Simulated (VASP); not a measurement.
The system is MgS.

```xyz
4
Lattice="0.0365 -2.6920 -2.5887 -2.6259 0.0275 -2.5797 2.7074 2.7465 -5.2684" Properties=species:S:1:pos:R:3 pbc="T T T"
Mg   -2.6041   -2.6802   -5.1308
Mg    0.1201   -0.0028   -5.2173
S    -0.0538    0.0103   -2.6893
S     0.1253    0.1310   -7.7863
```

```yaml
Program: VASP 6.6.1
Task: relaxation of cell and atoms
Functional: PBE
Potentials_or_basis: VASP PAW PBE potentials, release 64 (Mg, S)
Cutoff: 600 eV
k_mesh: 6 × 6 × 6
Occupations: gaussian, width 0.1 eV
Spin: no spin polarisation
```

At the start: pressure -2.9 GPa; volume 18.79 Å³/atom.

How do energy, volume and symmetry change on relaxing?

Over 11 steps the energy falls by 27.4 meV/atom and the volume is 17.82 Å³/atom (-5.2 %); space group P1 (No. 1, to 0.1 Å) before, Fm-3m (No. 225, to 0.1 Å).

The path:
```
step  energy change (eV)  largest force (eV/Å)  pressure (GPa)  volume (Å³)
   1              0.0000                0.3372           -2.94        75.16
   2             -0.0636                0.3679            0.28        71.46
   3             -0.0656                0.3729            1.02        70.74
   4             -0.0866                0.2709            0.52        71.02
   5             -0.0947                0.2048            0.07        71.34
   6             -0.1032                0.1271           -0.22        71.54
   7             -0.1074                0.0739           -0.57        71.83
   8             -0.1084                0.0442            0.48        70.82
   9             -0.1090                0.0530            0.08        71.20
  10             -0.1095                0.0314            0.03        71.25
  11             -0.1096                0.0217           -0.01        71.28
```

Final structure:
```
CELL_PARAMETERS angstrom
-0.00161 -2.61401 -2.61209
-2.61398 -0.00136 -2.61218
2.61010 2.61057 -5.21793
ATOMIC_POSITIONS crystal
Mg 0.99850 0.00124 0.00019
Mg 0.50065 0.49978 0.50014
S 0.25078 0.24938 0.24963
S 0.75007 0.74960 0.75004
```
